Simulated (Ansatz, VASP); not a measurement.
## NiO: VASP beside Ansatz

```xyz
2
Lattice="0.0000 2.1495 2.1495 2.1495 0.0000 2.1495 2.1495 2.1495 0.0000" Properties=species:S:1:pos:R:3 pbc="T T T"
Ni    0.0000    0.0000    0.0000
O     2.1495    2.1495    2.1495
```

Alike in both runs: task single point; functional PBE; k mesh 18 × 18 × 18; occupations gaussian, width 0.1 eV; collinear spin.

|  | VASP | Ansatz |
| --- | --- | --- |
| version | VASP 6.6.1 | Ansatz 0.2.0 |
| potentials or method | VASP PAW PBE potentials, release 64 (Ni, O), cutoff 520 eV | scalar-relativistic, plane waves, PAW |
| valence electrons in the cell | 16 | 24 |

|  | VASP | Ansatz | Ansatz less VASP |
| --- | --- | --- | --- |
| gap on the k mesh at the Fermi level (eV) | none | none | - |
| pressure (GPa) | -9.1 | -8.8 | +0.34 |
| net moment per atom (μB) | 0.94 | 0.95 | +0.011 |
| size of the moment on the site where the two differ most (μB) | 0.30 | 0.32 | +0.023 |

Site moments also hang on the region over which each program counts them. A gap of «none» marks a metal or a gap that the smearing closes. VASP's potentials hold 16 valence electrons a cell and Ansatz's 24, so a difference there can come from the potentials and not from the codes.
